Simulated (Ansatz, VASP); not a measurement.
Ag in VASP and in Ansatz

```xyz
4
Lattice="2.8710 0.0000 0.0000 -1.4355 2.4863 0.0000 0.0000 0.0000 9.4781" Properties=species:S:1:pos:R:3 pbc="T T T"
Ag    0.0000    1.6575    2.3695
Ag    1.4355    0.8288    7.1086
Ag    0.0000    0.0000    0.0000
Ag    0.0000    0.0000    4.7391
```

Change from the starting cell: strain +0.000 along x and y, +0.015 along z, atoms carried along.

Alike in both runs: task single point; functional PBEsol; k mesh 18 × 18 × 6; occupations gaussian, width 0.15 eV; no spin polarisation.

|  | VASP | Ansatz |
| --- | --- | --- |
| version | VASP 6.6.1 | Ansatz 0.2.0 |
| potentials or method | VASP PAW PBE potentials, release 64 (Ag), cutoff 520 eV | scalar-relativistic, plane waves, PAW |
| valence electrons in the cell | 44 | 76 |

|  | VASP | Ansatz | Ansatz less VASP |
| --- | --- | --- | --- |
| gap on the k mesh at the Fermi level (eV) | none | none | - |
| pressure (GPa) | -1.8 | -1.6 | +0.20 |
| traceless stress, the component that is largest in VASP (GPa) | -0.72 | -0.73 | -0.006 |

VASP's potentials were made for PBE, not for PBEsol. A gap of «none» marks a metal or a gap that the smearing closes. VASP's potentials hold 44 valence electrons a cell and Ansatz's 76, so a difference there can come from the potentials and not from the codes.
